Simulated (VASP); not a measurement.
# Li (P6_3/mmc) in VASP: further runs

Runs on Li. Level: PBE. Tasks: electric field gradients.

Program: VASP 6.6.1. These are calculated values, not measurements. Logs are shortened: lines on timing, memory, paths and dates and some standing lists are left out, and cuts for length are marked.

## 1. The cell of the first run

Symmetry: P6_3/mmc, No. 194, hexagonal system. The conventional cell has a = 3.080 Å, b = 3.080 Å, c = 5.042 Å, α = 90.00°, β = 90.00°, γ = 120.00°. Li (site symmetry -6m2) has 12 Li at 3.08 Å within 4.1 Å.

## 2. Electric field gradients, PBE (volume scaled by 0.97)

The input, INCAR:

```
ALGO = Normal ; EDIFF = 1E-8
ENCUT = 520 ; GGA = PE
ISIF = 2 ; ISMEAR = -1
LASPH = True ; LCHARG = False
LEFG = True ; LREAL = False
LWAVE = False ; NBANDS = 10
NELM = 80 ; PREC = Accurate
SIGMA = 0.08
```

The input, KPOINTS:

```
k-points
0
Gamma
  15 15 8
```

The input, POSCAR:

```
Li
1.0
    3.0795757388      0.0000000000      0.0000000000
   -1.5397878694      2.6669908227      0.0000000000
    0.0000000000      0.0000000000      5.0415520381
Li
2
Direct
    0.3333333333      0.6666666667      0.2500000000
    0.6666666667      0.3333333333      0.7500000000
```

Potentials or basis: VASP PAW PBE potentials, release 64 (Li_sv).

The run is started by

```
$ cat potpaw_PBE.64/Li_sv/POTCAR > POTCAR
$ mpirun -np 1 vasp_std > vasp.out
```

OUTCAR:

```text
EDIFF = 1E-8
   ENCUT = 520
   GGA = PE
   ISIF = 2
   ISMEAR = -1
   LASPH = True
   LREAL = False
   NELM = 80
   PREC = Accurate

 ion  position               nearest neighbor table
   1  0.333  0.667  0.250-
   2  0.667  0.333  0.750-

  LATTYP: Found a hexagonal cell.
 ALAT       =     3.0795757388
 C/A-ratio  =     1.6370930497

  Lattice vectors:

 A1 = (   3.0795757388,   0.0000000000,   0.0000000000)
 A2 = (  -1.5397878694,   2.6669908227,   0.0000000000)
 A3 = (   0.0000000000,   0.0000000000,   5.0415520381)

Analysis of symmetry for initial positions (statically):
=====================================================================
 Subroutine PRICEL returns:
 Original cell was already a primitive cell.

 Routine SETGRP: Setting up the symmetry group for a
 hexagonal supercell.

 Subroutine GETGRP returns: Found 24 space group operations
 (whereof 12 operations were pure point group operations)
 out of a pool of 24 trial point group operations.

The static configuration has the point symmetry D_3d.
 The point group associated with its full space group is D_6h.

Analysis of symmetry for dynamics (positions and initial velocities):
=====================================================================
 Subroutine PRICEL returns:
 Original cell was already a primitive cell.

 Routine SETGRP: Setting up the symmetry group for a
 hexagonal supercell.

 Subroutine GETGRP returns: Found 24 space group operations
 (whereof 12 operations were pure point group operations)
 out of a pool of 24 trial point group operations.

The dynamic configuration has the point symmetry D_3d.
 The point group associated with its full space group is D_6h.

 Subroutine INISYM returns: Found 24 space group operations
 (whereof 12 operations are pure point group operations),
 and found     1 'primitive' translations

----------------------------------------------------------------------------------------

                                     Primitive cell

  volume of cell :      41.4073

  direct lattice vectors                    reciprocal lattice vectors
     3.079575739  0.000000000  0.000000000     0.324720054  0.187477211  0.000000000
    -1.539787869  2.666990823  0.000000000     0.000000000  0.374954421  0.000000000
     0.000000000  0.000000000  5.041552038     0.000000000  0.000000000  0.198351617

  length of vectors
     3.079575739  3.079575739  5.041552038     0.374954421  0.374954421  0.198351617

  position of ions in fractional coordinates (direct lattice)
     0.333333333  0.666666667  0.250000000
     0.666666667  0.333333333  0.750000000

  ion indices of the primitive-cell ions
   primitive index   ion index
                 1           1
                 2           2

----------------------------------------------------------------------------------------

 KPOINTS: k-points

Automatic generation of k-mesh.
 Grid dimensions read from file:
 generate k-points for:   15   15    8

 Generating k-lattice:

  Cartesian coordinates                     Fractional coordinates (reciprocal lattice)
     0.021648004  0.012498481  0.000000000     0.066666667  0.000000000  0.000000000
     0.000000000  0.024996961  0.000000000     0.000000000  0.066666667  0.000000000
     0.000000000  0.000000000  0.024793952     0.000000000  0.000000000  0.125000000

  Length of vectors
     0.024996961  0.024996961  0.024793952

  Shift w.r.t. Gamma in fractional coordinates (k-lattice)
     0.000000000  0.000000000  0.000000000

 Subroutine IBZKPT returns following result:
 ===========================================

 Found    135 irreducible k-points:

 Following reciprocal coordinates:
            Coordinates               Weight
  0.000000  0.000000  0.000000      1.000000
  0.066667 -0.000000  0.000000      6.000000
  0.133333 -0.000000  0.000000      6.000000
  0.200000 -0.000000  0.000000      6.000000
  0.266667 -0.000000  0.000000      6.000000
  0.333333 -0.000000  0.000000      6.000000
[... 16 lines left out ...]
  0.333333  0.200000  0.000000     12.000000
  0.400000  0.200000  0.000000      6.000000
 [... further k-points ...]
   k-points           NKPTS =    135   k-points in BZ     NKDIM =    135   number of bands    NBANDS=     10
   number of dos      NEDOS =    301   number of ions     NIONS =      2
   total plane-waves  NPLWV =  23040
   dimension x,y,z NGX =    24 NGY =   24 NGZ =   40
   dimension x,y,z NGXF=    48 NGYF=   48 NGZF=   80
   ions per type =               2
   NGX,Y,Z   is equivalent  to a cutoff of  12.96, 12.96, 13.19 a.u.
   NGXF,Y,Z  is equivalent  to a cutoff of  25.91, 25.91, 26.38 a.u.
 SYSTEM =  unknown system
   PREC   = accura    normal or accurate (medium, high low for compatibility)
   ISTART =      0    job   : 0-new  1-cont  2-samecut
   ICHARG =      2    charge: 1-file 2-atom 10-const
   ISPIN  =      1    spin polarized calculation?
   LNONCOLLINEAR =      F non collinear calculations
   LSORBIT =      F    spin-orbit coupling
   LASPH  =      T    aspherical Exc in radial PAW
   ENCUT  =  520.0 eV  38.22 Ry    6.18 a.u.   5.73  5.73  9.37*2*pi/ulx,y,z
   NELM   =     80;   NELMIN=  2; NELMDL= -5     # of ELM steps
   EDIFF  = 0.1E-07   stopping-criterion for ELM
   LREAL  =      F    real-space projection
   EDIFFG = 0.1E-06   stopping-criterion for IOM
   NSW    =      0    number of steps for IOM
   IBRION =     -1    ionic relax: 0-MD 1-quasi-New 2-CG
   NFREE  =      0    steps in history (QN), initial steepest desc. (CG)
   ISIF   =      2    stress and relaxation
   ISYM   =      2    0-nonsym 1-usesym 2-fastsym
   POTIM  = 0.5000    time-step for ionic-motion
   TEBEG  =    0.0;   TEEND  =   0.0 temperature during run
   PSTRESS=    0.0 pullay stress
   NELECT =       6.0000    total number of electrons
   NUPDOWN=      -1.0000    fix difference up-down
   EMIN   =  10.00;   EMAX   =-10.00  energy-range for DOS
   EFERMI =   0.00;   METHOD = LEGACY
   ISMEAR =    -1;   SIGMA  =   0.08  broadening in eV -4-tet -1-fermi 0-gaus
   EFERMI_NEDOS =   21; number of points for ismear=-14 and -15
   IALGO  =     38    algorithm
   IMIX   =      4    mixing-type and parameters
     AMIX     =   0.40;   BMIX     =  1.00
     AMIX_MAG =   1.60;   BMIX_MAG =  1.00
  volume/ion in A,a.u.               =      20.70       139.72
  Fermi-wavevector in a.u.,A,eV,Ry     =   0.859870  1.624920 10.059837  0.739377
  Thomas-Fermi vector in A             =   1.977290
   LORBIT       =      0    0 simple, 1 ext, 2 COOP (PROOUT), +10 PAW based schemes
   GGA     = PE    functional components
   LHFCALC =     F    Hartree Fock is set to
   AEXX    =    0.0000 exact exchange contribution
   IVDW    =     0    specifies the selected vdW correction
   LEPSILON=     F    determine dielectric tensor
   LRPA    =     F    only Hartree local field effects (RPA)
 non-spin polarized calculation
  energy-cutoff  :      520.00
  volume of cell :       41.41
 maximum number of plane-waves:      1124
 NGX is ok and might be reduce to    24
   NGX = 11   NGY = 11   NGZ = 19

 number of electron       5.9999993 magnetization

 Free energy of the ion-electron system (eV)
  ---------------------------------------------------
  ext. energy  EPLUGINS =         0.00000000
  ---------------------------------------------------
  free energy    TOTEN  =        -3.82113291 eV

  energy without entropy =       -3.79983895  energy(sigma->0) =       -3.81048593

 E-fermi :   0.5661     XC(G=0):  -6.9929

 val. band max:        0.5578645800   @ k =   0.4667   0.0667   0.0000
 cond. band min:       0.5743665168   @ k =   0.4000  -0.0000   0.5000
 fundamental gap:      0.0165019369
 Fermi energy:         0.5661472561

 k-point     1 :       0.0000    0.0000    0.0000
  band No.  band energies     occupation
      1     -45.9984      2.00000
      2     -45.9821      2.00000
      3      -2.9665      2.00000
      4       0.5457      1.12719
      5       3.4019      0.00000
      6      12.8652      0.00000
      7      12.8652      0.00000
      8      14.2417      0.00000
      9      14.2417      0.00000
     10      14.7793      0.00000

 k-point     2 :       0.0667   -0.0000    0.0000
  band No.  band energies     occupation
      1     -45.9978      2.00000
      2     -45.9818      2.00000
      3      -2.8962      2.00000
      4       0.6378      0.57966
      5       3.4299      0.00000
      6      12.0903      0.00000
      7      12.3296      0.00000
      8      14.2199      0.00000
      9      14.5749      0.00000
     10      14.7087      0.00000
[... 274 lines left out ...]
 k-point    24 :       0.4000    0.2000    0.0000
  band No.  band energies     occupation
      1     -45.9800      2.00000
      2     -45.9768      2.00000
      3       1.0765      0.00339
      4       2.0434      0.00000
      5       4.8230      0.00000
      6       5.7991      0.00000
      7       6.7237      0.00000
      8       6.8443      0.00000
      9      10.4565      0.00000
     10      10.8353      0.00000

 [... further k-points ...]
[... 5 lines left out ...]
  --------------------------------------------------------------------------------------
  -------------------------------------------------------------------------------------
  Total       -0.0941514     -0.0941514     -0.0944249      0.0000000     -0.0000000      0.0000000
  in kB       -3.6430116     -3.6430116     -3.6535936      0.0000000     -0.0000000      0.0000000
  external PRESSURE =      -3.6465389 kB  Pullay stress =       0.0000000 kB

 VOLUME and BASIS-vectors are now :
 -----------------------------------------------------------------------------
  energy-cutoff  :      520.00
  volume of cell :       41.41
      direct lattice vectors                 reciprocal lattice vectors
     3.079575739  0.000000000  0.000000000     0.324720054  0.187477211  0.000000000
    -1.539787869  2.666990823  0.000000000     0.000000000  0.374954421  0.000000000
     0.000000000  0.000000000  5.041552038     0.000000000  0.000000000  0.198351617

 POSITION                                       TOTAL-FORCE (eV/Angst)
 -----------------------------------------------------------------------------------
     -0.00000      1.77799      1.26039         0.000000     -0.000000      0.000000
      1.53979      0.88900      3.78116        -0.000000      0.000000      0.000000
 -----------------------------------------------------------------------------------
    total drift:                               -0.000000      0.000000      0.000000

  FREE ENERGIE OF THE ION-ELECTRON SYSTEM (eV)
  ---------------------------------------------------
  free  energy   TOTEN  =        -3.8211329106 eV

  energy  without entropy=       -3.7998389467  energy(sigma->0) =       -3.81048593

 Electric field gradients (V/A^2)
---------------------------------------------------------------------
 ion       V_xx      V_yy      V_zz      V_xy      V_xz      V_yz
---------------------------------------------------------------------
   1       0.004     0.004    -0.008     0.001     0.000    -0.000
   2       0.004     0.004    -0.008     0.001    -0.000     0.000
---------------------------------------------------------------------

 Electric field gradients after diagonalization (V/A^2)
 (convention: |V_zz| > |V_xx| > |V_yy|)
----------------------------------------------------------------------
 ion       V_xx      V_yy      V_zz     asymmetry (V_yy - V_xx)/ V_zz
----------------------------------------------------------------------
   1       0.005     0.003    -0.008       0.199
   2       0.005     0.003    -0.008       0.199
----------------------------------------------------------------------

           NMR quadrupolar parameters

 Cq : quadrupolar parameter    Cq=e*Q*V_zz/h
 eta: asymmetry parameters     (V_yy - V_xx)/ V_zz
 Q  : nuclear electric quadrupole moment in mb (millibarn)
----------------------------------------------------------------------
 ion       Cq(MHz)       eta       Q (mb)
----------------------------------------------------------------------
   1      -0.000       0.199       1.000
   2      -0.000       0.199       1.000
----------------------------------------------------------------------
```

Run time: 18 s. Hardware: 1 thread of Intel Xeon Platinum 8559C (Emerald Rapids), shared host; peak memory 0.17 GiB.

Results:

```
Free energy            : -3.8211 eV
Band gap on the k mesh : zero (band 3 reaches 2.71 eV, above the bottom of band 4 at -1.86 eV)
```

Caveat: the cutoff is under 1.25 times the usual one of these potentials, so pressure, stress and relaxed cells hold a basis-set (Pulay) error; without QUAD_EFG the Cq values of the log hold for a quadrupole moment of 1 mb, not for the nuclei.

(Continued in part 2 of 2.)
